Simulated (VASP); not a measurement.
# GaN (Pmn2_1) in VASP: single point with PBE

Aim: the single point of GaN with PBE.

Program: VASP 6.6.1. These are calculated values, not measurements. Logs are shortened: lines on timing, memory, paths and dates and some standing lists are left out, and cuts for length are marked.

## (1) The cell of the first run

Symmetry: Pmn2_1, No. 31, orthorhombic system. The conventional cell has a = 3.187 Å, b = 9.261 Å, c = 4.507 Å, α = 90.00°, β = 90.00°, γ = 90.00°. Within 2.3 Å of Ga (site symmetry m) lie 4 N at 1.72 to 1.95 Å. Ga (site symmetry m) has 4 N at 1.95 Å within 2.6 Å. Ga (site symmetry m) has 4 N at 1.95 Å within 2.6 Å. N (site symmetry m) has 4 Ga at 1.95 Å within 2.6 Å. Within 2.6 Å of N (site symmetry m) lie 4 Ga at 1.95 Å. N (site symmetry m) has 4 Ga at 1.72 to 1.95 Å within 2.3 Å.

## (2) Single point, PBE

INCAR reads:

```
PREC = Accurate ; ENCUT = 520
EDIFF = 1E-7 ; ISMEAR = 0
SIGMA = 0.05 ; LREAL = False
LASPH = True ; NELM = 80
ALGO = Normal ; ISIF = 2
LWAVE = False ; LCHARG = False
GGA = PE ; NBANDS = 66
```

KPOINTS reads:

```
regular mesh
0
Gamma
  6 8 3
```

POSCAR reads:

```
GaN
1.0
    4.5070012150      0.0000000000      0.0000000000
    0.0000000000      2.2535006075     -2.2535006075
    0.0000000000      6.5483697881      6.5483697881
Ga N
6 6
Direct
    0.0000000000      0.0000000000      0.9463445401
    0.5000000000      0.5000000000      0.0860156795
    0.0000000000      0.0000000000      0.2580814516
    0.5000000000      0.5000000000      0.4301472237
    0.0000000000      0.0000000000      0.6022129959
    0.5000000000      0.5000000000      0.7742787680
    0.7500000000      0.0000000000      0.4301472237
    0.2500000000      0.5000000000      0.6022129959
    0.7500000000      0.0000000000      0.7742787680
    0.2500000000      0.5000000000      0.9463445401
    0.7500000000      0.0000000000      0.0860156795
    0.2500000000      0.5000000000      0.2580814516
```

Potentials or basis: VASP PAW PBE potentials, release 64 (Ga_d, N).

Started as:

```console
$ cat potpaw_PBE.64/Ga_d/POTCAR potpaw_PBE.64/N/POTCAR > POTCAR
$ mpirun -np 1 vasp_std > vasp.out
```

OUTCAR:

```text
PREC = Accurate
   ENCUT = 520
   EDIFF = 1E-7
   ISMEAR = 0
   LREAL = False
   LASPH = True
   NELM = 80
   ISIF = 2
   GGA = PE

 ion  position               nearest neighbor table
   1  0.000  0.000  0.946-  11 1.72   9 1.95  10 1.95  10 1.95   3 2.89
   2  0.500  0.500  0.086-  10 1.72  12 1.95  11 1.95  11 1.95   6 2.89
   3  0.000  0.000  0.258-   7 1.95  11 1.95  12 1.95  12 1.95   1 2.89
   4  0.500  0.500  0.430-  12 1.95   7 1.95   7 1.95   8 1.95
   5  0.000  0.000  0.602-   9 1.95   8 1.95   8 1.95   7 1.95
   6  0.500  0.500  0.774-  10 1.95   8 1.95   9 1.95   9 1.95   2 2.89
   7  0.750  0.000  0.430-   3 1.95   4 1.95   4 1.95   5 1.95
   8  0.250  0.500  0.602-   6 1.95   5 1.95   5 1.95   4 1.95
   9  0.750  0.000  0.774-   1 1.95   5 1.95   6 1.95   6 1.95
  10  0.250  0.500  0.946-   2 1.72   6 1.95   1 1.95   1 1.95
  11  0.750  0.000  0.086-   1 1.72   3 1.95   2 1.95   2 1.95
  12  0.250  0.500  0.258-   2 1.95   4 1.95   3 1.95   3 1.95

  LATTYP: Found a simple orthorhombic cell.
 ALAT       =     3.1869311219
 B/A-ratio  =     1.4142135624
 C/A-ratio  =     2.9058655526

  Lattice vectors:

 A1 = (   0.0000000000,  -2.2535006075,   2.2535006075)
 A2 = (   4.5070012150,   0.0000000000,   0.0000000000)
 A3 = (   0.0000000000,   6.5483697881,   6.5483697881)

Analysis of symmetry for initial positions (statically):
=====================================================================
 Subroutine PRICEL returns:
 Original cell was already a primitive cell.

 Routine SETGRP: Setting up the symmetry group for a
 simple orthorhombic supercell.

 Subroutine GETGRP returns: Found  4 space group operations
 (whereof  2 operations were pure point group operations)
 out of a pool of  8 trial point group operations.

The static configuration has the point symmetry C_1h.
 The point group associated with its full space group is C_2v.

Analysis of symmetry for dynamics (positions and initial velocities):
=====================================================================
 Subroutine PRICEL returns:
 Original cell was already a primitive cell.

 Routine SETGRP: Setting up the symmetry group for a
 simple orthorhombic supercell.

 Subroutine GETGRP returns: Found  4 space group operations
 (whereof  2 operations were pure point group operations)
 out of a pool of  8 trial point group operations.

The dynamic configuration has the point symmetry C_1h.
 The point group associated with its full space group is C_2v.

 Subroutine INISYM returns: Found  4 space group operations
 (whereof  2 operations are pure point group operations),
 and found     1 'primitive' translations

----------------------------------------------------------------------------------------

                                     Primitive cell

  volume of cell :     133.0174

  direct lattice vectors                    reciprocal lattice vectors
     4.507001215  0.000000000  0.000000000     0.221877020  0.000000000  0.000000000
     0.000000000  2.253500607 -2.253500607     0.000000000  0.221877020 -0.221877020
     0.000000000  6.548369788  6.548369788     0.000000000  0.076354882  0.076354882

  length of vectors
     4.507001215  3.186931122  9.260793366     0.221877020  0.313781491  0.107982109

  position of ions in fractional coordinates (direct lattice)
     0.000000000  0.000000000  0.946344540
     0.500000000  0.500000000  0.086015680
     0.000000000  0.000000000  0.258081452
     0.500000000  0.500000000  0.430147224
     0.000000000  0.000000000  0.602212996
     0.500000000  0.500000000  0.774278768
     0.750000000  0.000000000  0.430147224
     0.250000000  0.500000000  0.602212996
     0.750000000  0.000000000  0.774278768
     0.250000000  0.500000000  0.946344540
     0.750000000  0.000000000  0.086015680
     0.250000000  0.500000000  0.258081452

  ion indices of the primitive-cell ions
   primitive index   ion index
                 1           1
                 2           2
                 3           3
                 4           4
                 5           5
                 6           6
                 7           7
                 8           8
                 9           9
                10          10
                11          11
                12          12

----------------------------------------------------------------------------------------

 KPOINTS: regular mesh

Automatic generation of k-mesh.
 Grid dimensions read from file:
 generate k-points for:    6    8    3

 Generating k-lattice:

  Cartesian coordinates                     Fractional coordinates (reciprocal lattice)
     0.036979503  0.000000000  0.000000000     0.166666667  0.000000000  0.000000000
     0.000000000  0.027734628 -0.027734628     0.000000000  0.125000000  0.000000000
     0.000000000  0.025451627  0.025451627     0.000000000  0.000000000  0.333333333

  Length of vectors
     0.036979503  0.039222686  0.035994036

  Shift w.r.t. Gamma in fractional coordinates (k-lattice)
     0.000000000  0.000000000  0.000000000

 Subroutine IBZKPT returns following result:
 ===========================================

 Found     40 irreducible k-points:

 Following reciprocal coordinates:
            Coordinates               Weight
  0.000000  0.000000  0.000000      1.000000
  0.166667  0.000000  0.000000      2.000000
  0.333333  0.000000  0.000000      2.000000
  0.500000  0.000000  0.000000      1.000000
  0.000000  0.125000  0.000000      2.000000
  0.166667  0.125000  0.000000      4.000000
[... 16 lines left out ...]
  0.333333  0.000000  0.333333      4.000000
  0.500000  0.000000  0.333333      2.000000
 [... further k-points ...]
   k-points           NKPTS =     40   k-points in BZ     NKDIM =     40   number of bands    NBANDS=     66
   number of dos      NEDOS =    301   number of ions     NIONS =     12
   total plane-waves  NPLWV =  60480
   dimension x,y,z NGX =    36 NGY =   24 NGZ =   70
   dimension x,y,z NGXF=    72 NGYF=   48 NGZF=  140
   ions per type =               6   6
   NGX,Y,Z   is equivalent  to a cutoff of  13.28, 12.52, 12.57 a.u.
   NGXF,Y,Z  is equivalent  to a cutoff of  26.56, 25.04, 25.13 a.u.
 SYSTEM =  unknown system
   PREC   = accura    normal or accurate (medium, high low for compatibility)
   ISTART =      0    job   : 0-new  1-cont  2-samecut
   ICHARG =      2    charge: 1-file 2-atom 10-const
   ISPIN  =      1    spin polarized calculation?
   LNONCOLLINEAR =      F non collinear calculations
   LSORBIT =      F    spin-orbit coupling
   LASPH  =      T    aspherical Exc in radial PAW
   ENCUT  =  520.0 eV  38.22 Ry    6.18 a.u.   8.38  5.93 17.22*2*pi/ulx,y,z
   NELM   =     80;   NELMIN=  2; NELMDL= -5     # of ELM steps
   EDIFF  = 0.1E-06   stopping-criterion for ELM
   LREAL  =      F    real-space projection
   EDIFFG = 0.1E-05   stopping-criterion for IOM
   NSW    =      0    number of steps for IOM
   IBRION =     -1    ionic relax: 0-MD 1-quasi-New 2-CG
   NFREE  =      0    steps in history (QN), initial steepest desc. (CG)
   ISIF   =      2    stress and relaxation
   ISYM   =      2    0-nonsym 1-usesym 2-fastsym
   POTIM  = 0.5000    time-step for ionic-motion
   TEBEG  =    0.0;   TEEND  =   0.0 temperature during run
   PSTRESS=    0.0 pullay stress
   NELECT =     108.0000    total number of electrons
   NUPDOWN=      -1.0000    fix difference up-down
   EMIN   =  10.00;   EMAX   =-10.00  energy-range for DOS
   EFERMI =   0.00;   METHOD = LEGACY
   ISMEAR =     0;   SIGMA  =   0.05  broadening in eV -4-tet -1-fermi 0-gaus
   EFERMI_NEDOS =   21; number of points for ismear=-14 and -15
   IALGO  =     38    algorithm
   IMIX   =      4    mixing-type and parameters
     AMIX     =   0.40;   BMIX     =  1.00
     AMIX_MAG =   1.60;   BMIX_MAG =  1.00
  volume/ion in A,a.u.               =      11.08        74.80
  Fermi-wavevector in a.u.,A,eV,Ry     =   1.527261  2.886105 31.735941  2.332526
  Thomas-Fermi vector in A             =   2.635181
   LORBIT       =      0    0 simple, 1 ext, 2 COOP (PROOUT), +10 PAW based schemes
   GGA     = PE    functional components
   LHFCALC =     F    Hartree Fock is set to
   AEXX    =    0.0000 exact exchange contribution
   IVDW    =     0    specifies the selected vdW correction
   LEPSILON=     F    determine dielectric tensor
   LRPA    =     F    only Hartree local field effects (RPA)
 non-spin polarized calculation
 Gauss-broadening in eV      SIGMA  =   0.05
  energy-cutoff  :      520.00
  volume of cell :      133.02
 maximum number of plane-waves:      3632
 NGX is ok and might be reduce to    36
   NGX = 17   NGY = 11   NGZ = 35

 number of electron     107.9999990 magnetization

 Free energy of the ion-electron system (eV)
  ---------------------------------------------------
  ext. energy  EPLUGINS =         0.00000000
  ---------------------------------------------------
  free energy    TOTEN  =       -71.57632569 eV

  energy without entropy =      -71.57632569  energy(sigma->0) =      -71.57632569

 E-fermi :   6.0652     XC(G=0): -11.8330

 val. band max:        5.7736455240   @ k =   0.0000   0.0000   0.0000
 cond. band min:       7.5234367111   @ k =   0.0000   0.0000   0.0000
 fundamental gap:      1.7497911871
 Fermi energy:         6.0652276533

 k-point     1 :       0.0000    0.0000    0.0000
  band No.  band energies     occupation
      1     -10.9628      2.00000
      2     -10.0503      2.00000
      3      -9.9134      2.00000
      4      -9.5335      2.00000
      5      -9.2917      2.00000
      6      -9.2057      2.00000
[... 58 lines left out ...]
     65      14.6658      0.00000
     66      15.6617      0.00000

 k-point     2 :       0.1667    0.0000    0.0000
  band No.  band energies     occupation
      1     -10.8705      2.00000
      2     -10.0715      2.00000
      3      -9.8564      2.00000
      4      -9.5217      2.00000
      5      -9.3082      2.00000
      6      -9.2324      2.00000
[... 1507 lines left out ...]
     65      14.6088      0.00000
     66      14.9806      0.00000

 k-point    24 :       0.5000    0.0000    0.3333
  band No.  band energies     occupation
      1     -10.3546      2.00000
      2     -10.3546      2.00000
      3      -9.5127      2.00000
      4      -9.5127      2.00000
      5      -9.4085      2.00000
      6      -9.4085      2.00000
[... 58 lines left out ...]
     65      14.7038      0.00000
     66      14.7039      0.00000

 [... further k-points ...]
[... 5 lines left out ...]
  --------------------------------------------------------------------------------------
  -------------------------------------------------------------------------------------
  Total       12.0384285     12.0498454     12.0498454      0.0000000      7.3931351      0.0000000
  in kB      145.0012794    145.1387941    145.1387941      0.0000000     89.0493340      0.0000000
  external PRESSURE =     145.0929559 kB  Pullay stress =       0.0000000 kB

 VOLUME and BASIS-vectors are now :
 -----------------------------------------------------------------------------
  energy-cutoff  :      520.00
  volume of cell :      133.02
      direct lattice vectors                 reciprocal lattice vectors
     4.507001215  0.000000000  0.000000000     0.221877020  0.000000000  0.000000000
     0.000000000  2.253500607 -2.253500607     0.000000000  0.221877020 -0.221877020
     0.000000000  6.548369788  6.548369788     0.000000000  0.076354882  0.076354882

 POSITION                                       TOTAL-FORCE (eV/Angst)
 -----------------------------------------------------------------------------------
      0.00000      6.19701      6.19701         2.456755     -2.787619     -2.787619
      2.25350      1.69001     -0.56349         2.456755      2.787619      2.787619
      0.00000      1.69001      1.69001         0.028875      0.461632      0.461632
      2.25350      3.94351      1.69001        -0.056924      0.012265      0.012265
      0.00000      3.94351      3.94351        -0.056924     -0.012265     -0.012265
      2.25350      6.19701      3.94351         0.028875     -0.461632     -0.461632
      3.38025      2.81676      2.81676         0.013610     -0.048669     -0.048669
      1.12675      5.07026      2.81676         0.013610      0.048669      0.048669
      3.38025      5.07026      5.07026         0.065351     -0.278593     -0.278593
      1.12675      7.32376      5.07026        -2.507667     -2.814952     -2.814952
      3.38025      0.56326      0.56326        -2.507667      2.814952      2.814952
      1.12675      2.81676      0.56326         0.065351      0.278593      0.278593
 -----------------------------------------------------------------------------------
    total drift:                               -0.000226     -0.000708     -0.000708

  FREE ENERGIE OF THE ION-ELECTRON SYSTEM (eV)
  ---------------------------------------------------
  free  energy   TOTEN  =       -71.5763256866 eV

  energy  without entropy=      -71.5763256866  energy(sigma->0) =      -71.57632569
```

It took 3.5 min on 1 thread of Intel Xeon 6975P-C (Granite Rapids), shared host; peak memory 0.39 GiB.

What came out:

```
Free energy            : -71.5763 eV
Pressure               : 14.5 GPa
Largest force          : 4.705 eV/Å
Band gap on the k mesh : 1.75 eV
```

Forces on the atoms (eV/Å):
```
Ga   2.457 -2.788 -2.788
Ga   2.457  2.788  2.788
Ga   0.029  0.462  0.462
Ga  -0.057  0.012  0.012
Ga  -0.057 -0.012 -0.012
Ga   0.029 -0.462 -0.462
N    0.014 -0.049 -0.049
N    0.014  0.049  0.049
N    0.065 -0.279 -0.279
N   -2.508 -2.815 -2.815
N   -2.508  2.815  2.815
N    0.065  0.279  0.279
```

Stress tensor (GPa, compression positive):
```
14.50  0.00  0.00
 0.00 14.51  8.90
 0.00  8.90 14.51
```

Levels at points of the mesh, in eV from the valence-band top:
| k point | band 51 | band 52 | band 53 | band 54 | band 55 | band 56 | band 57 | band 58 |
| --- | --- | --- | --- | --- | --- | --- | --- | --- |
| (0.00, 0.00, 0.00) | -0.57 | -0.22 | -0.18 | 0.00 | 1.75 | 3.22 | 4.62 | 4.72 |
| (0.50, 0.00, 0.00) | -1.23 | -1.23 | -1.21 | -1.21 | 4.40 | 4.40 | 4.83 | 4.83 |
| (0.00, 0.50, 0.00) | -2.79 | -2.79 | -0.98 | -0.98 | 4.02 | 4.02 | 4.15 | 4.15 |
| (0.50, 0.50, 0.00) | -1.19 | -1.19 | -0.91 | -0.91 | 4.75 | 4.75 | 6.28 | 6.28 |

Caveat: forces of over 1 eV/Å act on the atoms, so gaps and moduli don't describe the material at rest. A hybrid or GW would open this gap; PBE tends to underestimate it.
